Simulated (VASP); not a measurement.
# Lu (P6_3/mmc) in VASP: further runs, part 2 of 2

VASP 6.6.1. Earlier steps stand in the parts before.

## (3) Single point, PBEsol (29.10 Å³/atom)

This run uses another cell than the first one, of 29.10 Å³/atom.

The input, INCAR:

```
SYSTEM = Lu
PREC     = Accurate       ! precision mode
ENCUT    = 520            ! plane-wave cutoff, eV
EDIFF    = 1E-7           ! SCF threshold, eV
ISMEAR   = -1             ! smearing method
SIGMA    = 0.03           ! smearing width, eV
LREAL    = .FALSE.        ! projectors in reciprocal space
LASPH    = .TRUE.         ! aspherical terms in the spheres
NELM     = 60             ! most SCF steps
ALGO     = Normal         ! electronic algorithm
ISIF     = 2              ! what is computed and relaxed
LWAVE    = .FALSE.        ! write WAVECAR
LCHARG   = .FALSE.        ! write CHGCAR
GGA      = PS             ! functional
NBANDS   = 32             ! bands
```

The input, KPOINTS:

```
regular mesh
0
G
  13 13 8
  0 0 0
```

The input, POSCAR:

```
Lu
1.0
    3.4863418112      0.0000000000      0.0000000000
   -1.7431709056      3.0192605749      0.0000000000
    0.0000000000      0.0000000000      5.5292391428
Lu
2
Direct
    0.3333333333      0.6666666667      0.2500000000
    0.6666666667      0.3333333333      0.7500000000
```

Potentials or basis: VASP PAW PBE potentials, release 64 (Lu).

Command:

```bash
cat potpaw_PBE.64/Lu/POTCAR > POTCAR
mpirun -np 1 vasp_std > vasp.out
```

OUTCAR:

```text
SYSTEM = Lu
   PREC = Accurate
   ENCUT = 520
   EDIFF = 1E-7
   ISMEAR = -1
   LREAL = .FALSE.
   LASPH = .TRUE.
   NELM = 60
   ISIF = 2
   GGA = PS

 ion  position               nearest neighbor table
   1  0.333  0.667  0.250-   2 3.42   2 3.42   2 3.42   2 3.42   2 3.42   2 3.42
   2  0.667  0.333  0.750-   1 3.42   1 3.42   1 3.42   1 3.42   1 3.42   1 3.42

  LATTYP: Found a hexagonal cell.
 ALAT       =     3.4863418112
 C/A-ratio  =     1.5859716121

  Lattice vectors:

 A1 = (   3.4863418112,   0.0000000000,   0.0000000000)
 A2 = (  -1.7431709056,   3.0192605749,   0.0000000000)
 A3 = (   0.0000000000,   0.0000000000,   5.5292391428)

Analysis of symmetry for initial positions (statically):
=====================================================================
 Subroutine PRICEL returns:
 Original cell was already a primitive cell.

 Routine SETGRP: Setting up the symmetry group for a
 hexagonal supercell.

 Subroutine GETGRP returns: Found 24 space group operations
 (whereof 12 operations were pure point group operations)
 out of a pool of 24 trial point group operations.

The static configuration has the point symmetry D_3d.
 The point group associated with its full space group is D_6h.

Analysis of symmetry for dynamics (positions and initial velocities):
=====================================================================
 Subroutine PRICEL returns:
 Original cell was already a primitive cell.

 Routine SETGRP: Setting up the symmetry group for a
 hexagonal supercell.

 Subroutine GETGRP returns: Found 24 space group operations
 (whereof 12 operations were pure point group operations)
 out of a pool of 24 trial point group operations.

The dynamic configuration has the point symmetry D_3d.
 The point group associated with its full space group is D_6h.

 Subroutine INISYM returns: Found 24 space group operations
 (whereof 12 operations are pure point group operations),
 and found     1 'primitive' translations

----------------------------------------------------------------------------------------

                                     Primitive cell

  volume of cell :      58.2017

  direct lattice vectors                    reciprocal lattice vectors
     3.486341811  0.000000000  0.000000000     0.286833608  0.165603461  0.000000000
    -1.743170906  3.019260575  0.000000000     0.000000000  0.331206921  0.000000000
     0.000000000  0.000000000  5.529239143     0.000000000  0.000000000  0.180856710

  length of vectors
     3.486341811  3.486341811  5.529239143     0.331206921  0.331206921  0.180856710

  position of ions in fractional coordinates (direct lattice)
     0.333333333  0.666666667  0.250000000
     0.666666667  0.333333333  0.750000000

  ion indices of the primitive-cell ions
   primitive index   ion index
                 1           1
                 2           2

----------------------------------------------------------------------------------------

 KPOINTS: regular mesh

Automatic generation of k-mesh.
 Grid dimensions read from file:
 generate k-points for:   13   13    8

 Generating k-lattice:

  Cartesian coordinates                     Fractional coordinates (reciprocal lattice)
     0.022064124  0.012738728  0.000000000     0.076923077  0.000000000  0.000000000
     0.000000000  0.025477455  0.000000000     0.000000000  0.076923077  0.000000000
     0.000000000  0.000000000  0.022607089     0.000000000  0.000000000  0.125000000

  Length of vectors
     0.025477455  0.025477455  0.022607089

  Shift w.r.t. Gamma in fractional coordinates (k-lattice)
     0.000000000  0.000000000  0.000000000

 Subroutine IBZKPT returns following result:
 ===========================================

 Found    105 irreducible k-points:

 Following reciprocal coordinates:
            Coordinates               Weight
  0.000000  0.000000  0.000000      1.000000
  0.076923 -0.000000  0.000000      6.000000
  0.153846  0.000000  0.000000      6.000000
  0.230769 -0.000000  0.000000      6.000000
  0.307692  0.000000  0.000000      6.000000
  0.384615 -0.000000  0.000000      6.000000
[... 16 lines left out ...]
  0.076923 -0.000000  0.125000     12.000000
  0.153846  0.000000  0.125000     12.000000
 [... further k-points ...]
   k-points           NKPTS =    105   k-points in BZ     NKDIM =    105   number of bands    NBANDS=     32
   number of dos      NEDOS =    301   number of ions     NIONS =      2
   total plane-waves  NPLWV =  32928
   dimension x,y,z NGX =    28 NGY =   28 NGZ =   42
   dimension x,y,z NGXF=    56 NGYF=   56 NGZF=   84
   ions per type =               2
   NGX,Y,Z   is equivalent  to a cutoff of  13.35, 13.35, 12.63 a.u.
   NGXF,Y,Z  is equivalent  to a cutoff of  26.70, 26.70, 25.26 a.u.
 SYSTEM =  Lu
   PREC   = accura    normal or accurate (medium, high low for compatibility)
   ISTART =      0    job   : 0-new  1-cont  2-samecut
   ICHARG =      2    charge: 1-file 2-atom 10-const
   ISPIN  =      1    spin polarized calculation?
   LNONCOLLINEAR =      F non collinear calculations
   LSORBIT =      F    spin-orbit coupling
   LASPH  =      T    aspherical Exc in radial PAW
   ENCUT  =  520.0 eV  38.22 Ry    6.18 a.u.   6.48  6.48 10.28*2*pi/ulx,y,z
   NELM   =     60;   NELMIN=  2; NELMDL= -5     # of ELM steps
   EDIFF  = 0.1E-06   stopping-criterion for ELM
   LREAL  =      F    real-space projection
   EDIFFG = 0.1E-05   stopping-criterion for IOM
   NSW    =      0    number of steps for IOM
   IBRION =     -1    ionic relax: 0-MD 1-quasi-New 2-CG
   NFREE  =      0    steps in history (QN), initial steepest desc. (CG)
   ISIF   =      2    stress and relaxation
   ISYM   =      2    0-nonsym 1-usesym 2-fastsym
   POTIM  = 0.5000    time-step for ionic-motion
   TEBEG  =    0.0;   TEEND  =   0.0 temperature during run
   PSTRESS=    0.0 pullay stress
   NELECT =      50.0000    total number of electrons
   NUPDOWN=      -1.0000    fix difference up-down
   EMIN   =  10.00;   EMAX   =-10.00  energy-range for DOS
   EFERMI =   0.00;   METHOD = LEGACY
   ISMEAR =    -1;   SIGMA  =   0.03  broadening in eV -4-tet -1-fermi 0-gaus
   EFERMI_NEDOS =   21; number of points for ismear=-14 and -15
   IALGO  =     38    algorithm
   IMIX   =      4    mixing-type and parameters
     AMIX     =   0.40;   BMIX     =  1.00
     AMIX_MAG =   1.60;   BMIX_MAG =  1.00
  volume/ion in A,a.u.               =      29.10       196.38
  Fermi-wavevector in a.u.,A,eV,Ry     =   1.556274  2.940932 32.953177  2.421990
  Thomas-Fermi vector in A             =   2.660094
   LORBIT       =      0    0 simple, 1 ext, 2 COOP (PROOUT), +10 PAW based schemes
   GGA     = PS    functional components
   LHFCALC =     F    Hartree Fock is set to
   AEXX    =    0.0000 exact exchange contribution
   IVDW    =     0    specifies the selected vdW correction
   LEPSILON=     F    determine dielectric tensor
   LRPA    =     F    only Hartree local field effects (RPA)
 non-spin polarized calculation
  energy-cutoff  :      520.00
  volume of cell :       58.20
 maximum number of plane-waves:      1594
 NGX is ok and might be reduce to    28
   NGX = 13   NGY = 13   NGZ = 21

 number of electron      49.9999997 magnetization

 Free energy of the ion-electron system (eV)
  ---------------------------------------------------
  ext. energy  EPLUGINS =         0.00000000
  ---------------------------------------------------
  free energy    TOTEN  =        -9.87970378 eV

  energy without entropy =       -9.86902812  energy(sigma->0) =       -9.87436595

 E-fermi :   2.0815     XC(G=0): -10.7773

 val. band max:        2.0649600936   @ k =   0.3846  -0.0000   0.1250
 cond. band min:       2.0855417947   @ k =   0.2308   0.2308   0.3750
 fundamental gap:      0.0205817011
 Fermi energy:         2.0815251895

 k-point     1 :       0.0000    0.0000    0.0000
  band No.  band energies     occupation
      1     -54.0954      2.00000
      2     -54.0617      2.00000
      3     -25.0244      2.00000
      4     -24.5981      2.00000
      5     -24.5981      2.00000
      6     -24.5192      2.00000
[... 24 lines left out ...]
     31       5.5955      0.00000
     32       5.5955      0.00000
[... 774 lines left out ...]
      2     -54.0609      2.00000
      3     -24.9727      2.00000
      4     -24.6681      2.00000
      5     -24.6194      2.00000
      6     -24.6098      2.00000
[... 24 lines left out ...]
     31       5.5964      0.00000
     32       5.6043      0.00000

 [... further k-points ...]

------------------------ aborting loop because EDIFF is reached ----------------------------------------

  FORCE on cell =-STRESS in cart. coord.  units (eV):
  Direction    XX          YY          ZZ          XY          YZ          ZX
  --------------------------------------------------------------------------------------
  -------------------------------------------------------------------------------------
  Total       -0.7383455     -0.7383455     -1.2251833      0.0000000     -0.0000000      0.0000000
  in kB      -20.3251741    -20.3251741    -33.7268459      0.0000000     -0.0000000      0.0000000
  external PRESSURE =     -24.7923980 kB  Pullay stress =       0.0000000 kB

 VOLUME and BASIS-vectors are now :
 -----------------------------------------------------------------------------
  energy-cutoff  :      520.00
  volume of cell :       58.20
      direct lattice vectors                 reciprocal lattice vectors
     3.486341811  0.000000000  0.000000000     0.286833608  0.165603461  0.000000000
    -1.743170906  3.019260575  0.000000000     0.000000000  0.331206921  0.000000000
     0.000000000  0.000000000  5.529239143     0.000000000  0.000000000  0.180856710

 POSITION                                       TOTAL-FORCE (eV/Angst)
 -----------------------------------------------------------------------------------
     -0.00000      2.01284      1.38231        -0.000000      0.000000      0.000000
      1.74317      1.00642      4.14693         0.000000     -0.000000      0.000000
 -----------------------------------------------------------------------------------
    total drift:                               -0.000000      0.000000     -0.000000

  FREE ENERGIE OF THE ION-ELECTRON SYSTEM (eV)
  ---------------------------------------------------
  free  energy   TOTEN  =        -9.8797037835 eV

  energy  without entropy=       -9.8690281171  energy(sigma->0) =       -9.87436595
```

Run time: 2.6 min. Hardware: 1 thread of Intel Xeon Platinum 8488C (Sapphire Rapids), shared host; peak memory 0.29 GiB.

Results:

```
Free energy            : -9.8797 eV
Pressure               : -2.5 GPa
Band gap on the k mesh : zero (bands 25 and 26 overlap by 1.73 eV)
```

Stress tensor (GPa, compression positive):
```
-2.03  0.00  0.00
 0.00 -2.03  0.00
 0.00  0.00 -3.37
```

Caveat: the PAW data sets were made with another functional, which shifts forces and pressure a little; spin-orbit coupling is left out, which moves the levels of the heavy elements.

## (4) Single point, PBEsol (29.99 Å³/atom)

This run uses another cell than the first one, of 29.99 Å³/atom.

The input, INCAR:

```
PREC = Accurate
ENCUT = 520
EDIFF = 1E-7
ISMEAR = -1
SIGMA = 0.03
LREAL = F
LASPH = T
NELM = 60
ALGO = Normal
ISIF = 2
LWAVE = F
LCHARG = T
GGA = PS
LELF = T
LVHAR = T
NBANDS = 32
```

The input, KPOINTS:

```
Automatic mesh
0
Gamma
  13 13 8
```

The input, POSCAR:

```
Lu
1.0
    3.5215597687      0.0000000000      0.0000000000
   -1.7607798844      3.0497602207      0.0000000000
    0.0000000000      0.0000000000      5.5850938236
Lu
2
Direct
    0.3333333333      0.6666666667      0.2500000000
    0.6666666667      0.3333333333      0.7500000000
```

Command:

```bash
cat potpaw_PBE.64/Lu/POTCAR > POTCAR
mpirun -np 1 vasp_std > vasp.out
```

Run time: 2.6 min. Hardware: 1 thread of Intel Xeon Platinum 8488C (Sapphire Rapids), shared host; peak memory 0.29 GiB.

The run converged. Its results:

* Free energy: -9.8464 eV
* Pressure: -3.6 GPa
* Band gap on the k mesh: zero (bands 25 and 26 overlap by 1.71 eV)

Stress tensor (GPa, compression positive):
```
-3.26  0.00  0.00
 0.00 -3.26  0.00
 0.00  0.00 -4.41
```

Levels at points of the mesh, in eV from the Fermi level:
| k point | band 21 | band 22 | band 23 | band 24 | band 25 | band 26 | band 27 | band 28 | band 29 | band 30 |
| --- | --- | --- | --- | --- | --- | --- | --- | --- | --- | --- |
| (0.00, 0.00, 0.00) | -4.91 | -4.90 | -4.90 | -2.41 | 0.50 | 2.17 | 2.17 | 2.43 | 2.84 | 2.84 |
| (0.00, 0.00, 0.50) | -4.90 | -4.90 | -4.36 | -4.36 | 1.12 | 1.12 | 2.10 | 2.10 | 2.10 | 2.10 |

Caveat: the cell stands under tension; the PAW data sets were made with another functional, which shifts forces and pressure a little; spin-orbit coupling is left out, which moves the levels of the heavy elements.

## (5) The runs side by side

```tsv
cell	gap on the mesh (eV)	pressure (GPa)
a = 3.438, b = 3.438, c = 5.453 Å, angles 90.0, 90.0, 120.0°, 2 atoms	none	-0.7
a = 3.486, b = 3.486, c = 5.529 Å, angles 90.0, 90.0, 120.0°, 2 atoms	none	-2.5
a = 3.522, b = 3.522, c = 5.585 Å, angles 90.0, 90.0, 120.0°, 2 atoms	none	-3.6
```

Alike in all rows: task single point; level PBEsol; potentials or basis VASP PAW PBE potentials, release 64 (Lu); no spin polarisation; k mesh 13 × 13 × 8; cutoff (eV) 520; smearing fermi-dirac 0.03 eV.

Caveats: the PAW data sets were made with another functional, which shifts forces and pressure a little; spin-orbit coupling is left out, which moves the levels of the heavy elements; the cell stands under tension (at least some runs).

Total energies depend on the potentials used, so only differences within one code and one set of settings carry meaning.
